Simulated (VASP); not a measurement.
# Na (P6_3/mmc) in VASP: notebook

Na is run at these levels: PBE; tasks: single point.

Program: VASP 6.6.1. These are calculated values, not measurements. Logs are shortened: lines on timing, memory, paths and dates and some standing lists are left out, and cuts for length are marked.

## Step 1: The cell of the first run

It takes space group P6_3/mmc (No. 194, hexagonal). The conventional cell has a = 3.528 Å, b = 3.528 Å, c = 12.504 Å, α = 90.00°, β = 90.00°, γ = 120.00°. Within 4.6 Å of Na (site symmetry -3m) lie 12 Na at 3.53 to 3.73 Å. Na (site symmetry -6m2) has 12 Na at 3.53 to 3.73 Å within 4.6 Å.

This isn't the form of Na at room conditions, which is bcc.

## Step 2: Single point, PBE (biaxial strain in the a-b plane: -6.0 %, then relaxed in part)

Contents of INCAR:

```
PREC     = Accurate       # precision mode
ENCUT    = 520            # plane-wave cutoff, eV
EDIFF    = 1E-6           # SCF threshold, eV
ISMEAR   = 0              # smearing method
SIGMA    = 0.1            # smearing width, eV
LREAL    = F              # projectors in reciprocal space
LASPH    = T              # aspherical terms in the spheres
NELM     = 60             # most SCF steps
ALGO     = Fast           # electronic algorithm
ISIF     = 2              # what is computed and relaxed
LWAVE    = F              # write WAVECAR
LCHARG   = F              # write CHGCAR
GGA      = PE             # functional
NBANDS   = 22             # bands
```

Contents of KPOINTS:

```
regular mesh
0
Gamma
  18 18 6
```

Contents of POSCAR:

```
Na
1.0
    3.5275731553      0.0000000000      0.0000000000
   -1.7637865777      3.0549679662      0.0000000000
    0.0000000000      0.0000000000     12.5041459816
Na
4
Direct
    0.0000000000      0.0000000000      0.0000000000
    0.3333333333      0.6666666667      0.2500000000
    0.0000000000      0.0000000000      0.5000000000
    0.6666666667      0.3333333333      0.7500000000
```

Potentials or basis: VASP PAW PBE potentials, release 64 (Na_pv).

Command:

```
$ cat potpaw_PBE.64/Na_pv/POTCAR > POTCAR
$ mpirun -np 1 vasp_std > vasp.out
```

OUTCAR:

```text
PREC = Accurate
   ENCUT = 520
   EDIFF = 1E-6
   ISMEAR = 0
   LREAL = F
   LASPH = T
   NELM = 60
   ISIF = 2
   GGA = PE

 ion  position               nearest neighbor table
   1  0.000  0.000  0.000-
   2  0.333  0.667  0.250-
   3  0.000  0.000  0.500-
   4  0.667  0.333  0.750-

  LATTYP: Found a hexagonal cell.
 ALAT       =     3.5275731553
 C/A-ratio  =     3.5446879288

  Lattice vectors:

 A1 = (   3.5275731553,   0.0000000000,   0.0000000000)
 A2 = (  -1.7637865777,   3.0549679662,   0.0000000000)
 A3 = (   0.0000000000,   0.0000000000,  12.5041459816)

Analysis of symmetry for initial positions (statically):
=====================================================================
 Subroutine PRICEL returns:
 Original cell was already a primitive cell.

 Routine SETGRP: Setting up the symmetry group for a
 hexagonal supercell.

 Subroutine GETGRP returns: Found 24 space group operations
 (whereof 12 operations were pure point group operations)
 out of a pool of 24 trial point group operations.

The static configuration has the point symmetry D_3d.
 The point group associated with its full space group is D_6h.

Analysis of symmetry for dynamics (positions and initial velocities):
=====================================================================
 Subroutine PRICEL returns:
 Original cell was already a primitive cell.

 Routine SETGRP: Setting up the symmetry group for a
 hexagonal supercell.

 Subroutine GETGRP returns: Found 24 space group operations
 (whereof 12 operations were pure point group operations)
 out of a pool of 24 trial point group operations.

The dynamic configuration has the point symmetry D_3d.
 The point group associated with its full space group is D_6h.

 Subroutine INISYM returns: Found 24 space group operations
 (whereof 12 operations are pure point group operations),
 and found     1 'primitive' translations

----------------------------------------------------------------------------------------

                                     Primitive cell

  volume of cell :     134.7525

  direct lattice vectors                    reciprocal lattice vectors
[... 86 lines left out ...]
   LNONCOLLINEAR =      F non collinear calculations
   LSORBIT =      F    spin-orbit coupling
   LASPH  =      T    aspherical Exc in radial PAW
   ENCUT  =  520.0 eV  38.22 Ry    6.18 a.u.   6.56  6.56 23.25*2*pi/ulx,y,z
   NELM   =     60;   NELMIN=  2; NELMDL= -5     # of ELM steps
   EDIFF  = 0.1E-05   stopping-criterion for ELM
   LREAL  =      F    real-space projection
   EDIFFG = 0.1E-04   stopping-criterion for IOM
   NSW    =      0    number of steps for IOM
   IBRION =     -1    ionic relax: 0-MD 1-quasi-New 2-CG
   NFREE  =      0    steps in history (QN), initial steepest desc. (CG)
   ISIF   =      2    stress and relaxation
   ISYM   =      2    0-nonsym 1-usesym 2-fastsym
   POTIM  = 0.5000    time-step for ionic-motion
   TEBEG  =    0.0;   TEEND  =   0.0 temperature during run
   PSTRESS=    0.0 pullay stress
   NELECT =      28.0000    total number of electrons
   NUPDOWN=      -1.0000    fix difference up-down
   EMIN   =  10.00;   EMAX   =-10.00  energy-range for DOS
   EFERMI =   0.00;   METHOD = LEGACY
   ISMEAR =     0;   SIGMA  =   0.10  broadening in eV -4-tet -1-fermi 0-gaus
   EFERMI_NEDOS =   21; number of points for ismear=-14 and -15
   IALGO  =     68    algorithm
   IMIX   =      4    mixing-type and parameters
     AMIX     =   0.40;   BMIX     =  1.00
     AMIX_MAG =   1.60;   BMIX_MAG =  1.00
  volume/ion in A,a.u.               =      33.69       227.34
  Fermi-wavevector in a.u.,A,eV,Ry     =   0.969651  1.832374 12.792501  0.940222
  Thomas-Fermi vector in A             =   2.099721
   LORBIT       =      0    0 simple, 1 ext, 2 COOP (PROOUT), +10 PAW based schemes
   GGA     = PE    functional components
   LHFCALC =     F    Hartree Fock is set to
   AEXX    =    0.0000 exact exchange contribution
   IVDW    =     0    specifies the selected vdW correction
   LEPSILON=     F    determine dielectric tensor
   LRPA    =     F    only Hartree local field effects (RPA)
 non-spin polarized calculation
 RMM-DIIS sequential band-by-band and
 Gauss-broadening in eV      SIGMA  =   0.10
  energy-cutoff  :      520.00
  volume of cell :      134.75
 maximum number of plane-waves:      3694
 NGX is ok and might be reduce to    28
   NGX = 13   NGY = 13   NGZ = 47

 number of electron      28.0000025 magnetization

 Free energy of the ion-electron system (eV)
  ---------------------------------------------------
  ext. energy  EPLUGINS =         0.00000000
  ---------------------------------------------------
  free energy    TOTEN  =        -5.18939508 eV

  energy without entropy =       -5.18100887  energy(sigma->0) =       -5.18520198

 E-fermi :   0.6286     XC(G=0):  -6.7560

 val. band max:        0.6053299401   @ k =   0.2222   0.0000   0.3333
 cond. band min:       0.6371937529   @ k =   0.3889   0.0556   0.1667
 fundamental gap:      0.0318638128
 Fermi energy:         0.6286237667

 k-point     1 :       0.0000    0.0000    0.0000
  band No.  band energies     occupation
      1     -24.2578      2.00000
      2     -24.2384      2.00000
      3     -24.2383      2.00000
      4     -24.2242      2.00000
      5     -24.2242      2.00000
      6     -24.2222      2.00000
[... 589 lines left out ...]
     21       5.5494      0.00000
     22       5.7826      0.00000

 [... further k-points ...]

------------------------ aborting loop because EDIFF is reached ----------------------------------------

  FORCE on cell =-STRESS in cart. coord.  units (eV):
  Direction    XX          YY          ZZ          XY          YZ          ZX
  --------------------------------------------------------------------------------------
  -------------------------------------------------------------------------------------
  Total        1.1280993      1.1280993     -0.0140872     -0.0000000      0.0000000      0.0000000
  in kB       13.4128533     13.4128533     -0.1674932     -0.0000000      0.0000000      0.0000000
  external PRESSURE =       8.8860711 kB  Pullay stress =       0.0000000 kB

 VOLUME and BASIS-vectors are now :
 -----------------------------------------------------------------------------
  energy-cutoff  :      520.00
  volume of cell :      134.75
      direct lattice vectors                 reciprocal lattice vectors
     3.527573155  0.000000000  0.000000000     0.283481010  0.163667837  0.000000000
    -1.763786578  3.054967966  0.000000000     0.000000000  0.327335675  0.000000000
     0.000000000  0.000000000 12.504145982     0.000000000  0.000000000  0.079973475

 POSITION                                       TOTAL-FORCE (eV/Angst)
 -----------------------------------------------------------------------------------
      0.00000      0.00000      0.00000         0.000000      0.000000     -0.000000
     -0.00000      2.03665      3.12604        -0.000000      0.000000      0.000000
      0.00000      0.00000      6.25207         0.000000      0.000000     -0.000000
      1.76379      1.01832      9.37811         0.000000     -0.000000     -0.000000
 -----------------------------------------------------------------------------------
    total drift:                                0.000000     -0.000000      0.000000

  FREE ENERGIE OF THE ION-ELECTRON SYSTEM (eV)
  ---------------------------------------------------
  free  energy   TOTEN  =        -5.1893950836 eV

  energy  without entropy=       -5.1810088708  energy(sigma->0) =       -5.18520198
```

OSZICAR:

```text
N       E                     dE             d eps       ncg     rms          rms(c)
DAV:   1     0.237871106516E+03    0.23787E+03   -0.15083E+04  6936   0.126E+03
DAV:   2     0.752747441561E+01   -0.23034E+03   -0.22590E+03  6638   0.361E+02
DAV:   3    -0.496424935756E+01   -0.12492E+02   -0.12384E+02  8014   0.106E+02
DAV:   4    -0.518904066506E+01   -0.22479E+00   -0.22470E+00  7160   0.143E+01
DAV:   5    -0.519435534119E+01   -0.53147E-02   -0.53146E-02  7850   0.236E+00    0.427E-01
RMM:   6    -0.519151419318E+01    0.28411E-02   -0.24423E-03  7996   0.509E-01    0.283E-01
RMM:   7    -0.518932449570E+01    0.21897E-02   -0.37413E-03  7952   0.542E-01    0.338E-02
RMM:   8    -0.518936372691E+01   -0.39231E-04   -0.97418E-04  8248   0.511E-01    0.108E-02
RMM:   9    -0.518938559423E+01   -0.21867E-04   -0.28392E-04  8539   0.179E-01    0.629E-03
RMM:  10    -0.518939219690E+01   -0.66027E-05   -0.83368E-05  8318   0.141E-01    0.547E-03
RMM:  11    -0.518939312584E+01   -0.92894E-06   -0.34185E-05  8569   0.648E-02    0.129E-03
RMM:  12    -0.518939489928E+01   -0.17734E-05   -0.17341E-05  7125   0.487E-02    0.813E-04
RMM:  13    -0.518939508356E+01   -0.18428E-06   -0.10421E-06  4022   0.957E-03
   1 F= -.51893951E+01 E0= -.51852020E+01  d E =-.838621E-02
```

Wall time 3.3 min (1 thread of Intel Xeon 6975P-C (Granite Rapids), shared host); peak memory 0.45 GiB.

What came out:

- Free energy: -5.1894 eV
- Pressure: 0.9 GPa
- Band gap on the k mesh: zero (bands 14 and 15 overlap by 4.26 eV)

Stress tensor (GPa, compression positive):
```
 1.34  0.00  0.00
 0.00  1.34  0.00
 0.00  0.00 -0.02
```

Levels at points of the mesh, in eV from the Fermi level:
```
           k point  band 10  band 11  band 12  band 13  band 14  band 15  band 16  band 17  band 18  band 19
(0.00, 0.00, 0.00)   -24.85   -24.85   -24.85    -3.50    -2.51    -2.51     0.19     0.55     4.93     4.94
(0.50, 0.00, 0.00)   -24.86   -24.86   -24.85     0.45     0.55     1.19     1.32     1.64     1.76     3.87
(0.00, 0.00, 0.50)   -24.85   -24.85   -24.85    -3.25    -3.25    -1.30    -1.30     2.46     2.46     7.78
(0.50, 0.00, 0.50)   -24.86   -24.85   -24.85     0.62     0.62     0.85     0.85     2.52     2.52     2.76
```

Caveat: the cell differs from its parent crystal (biaxial strain in the a-b plane: -6.0 %, then relaxed in part).

## Step 3: Single point, PBE (biaxial strain in the a-b plane: -6.0 %)

Contents of INCAR:

```
SYSTEM = Na
PREC = Accurate ; ENCUT = 520
EDIFF = 1E-6 ; ISMEAR = 0
SIGMA = 0.1 ; LREAL = .False.
LASPH = .True. ; NELM = 60
ALGO = Fast ; ISIF = 2
LWAVE = .False. ; LCHARG = .False.
GGA = PE ; NBANDS = 22
```

Contents of KPOINTS:

```
Automatic mesh
0
Gamma
  18 18 6
  0 0 0
```

POSCAR, as its differences from that of step 2:

```diff
@@ -4,3 +4,3 @@
    -1.7637865777      3.0549679662      0.0000000000
-    0.0000000000      0.0000000000     12.5041459816
+    0.0000000000      0.0000000000     12.5797591412
 Na
```

Potentials or basis: VASP PAW PBE potentials, release 64 (Na_pv).

Command:

```
$ cat potpaw_PBE.64/Na_pv/POTCAR > POTCAR
$ mpirun -np 1 vasp_std > vasp.out
```

It took 3.1 min on 1 thread of Intel Xeon 6975P-C (Granite Rapids), shared host; peak memory 0.45 GiB.

Results (log left out):

```yaml
Free_energy: -5.1891 eV
Pressure: 0.8 GPa
Band_gap_on_the_k_mesh: zero (bands 14 and 15 overlap by 4.27 eV)
```

Stress tensor (GPa, compression positive):
```
 1.31  0.00  0.00
 0.00  1.31  0.00
 0.00  0.00 -0.15
```

Levels at points of the mesh, in eV from the Fermi level:
```csv
k point,band 10,band 11,band 12,band 13,band 14,band 15,band 16,band 17,band 18,band 19
"(0.00, 0.00, 0.00)",-24.85,-24.85,-24.85,-3.48,-2.50,-2.50,0.17,0.51,4.85,4.85
"(0.50, 0.00, 0.00)",-24.86,-24.86,-24.86,0.46,0.56,1.19,1.32,1.65,1.76,3.85
"(0.00, 0.00, 0.50)",-24.85,-24.85,-24.85,-3.23,-3.23,-1.31,-1.31,2.41,2.41,7.67
"(0.50, 0.00, 0.50)",-24.86,-24.86,-24.86,0.64,0.64,0.87,0.87,2.51,2.51,2.75
```

Caveat: the cell differs from its parent crystal (biaxial strain in the a-b plane: -6.0 %).

The gap in the log of VASP goes by the Fermi energy; the results here count the filled bands.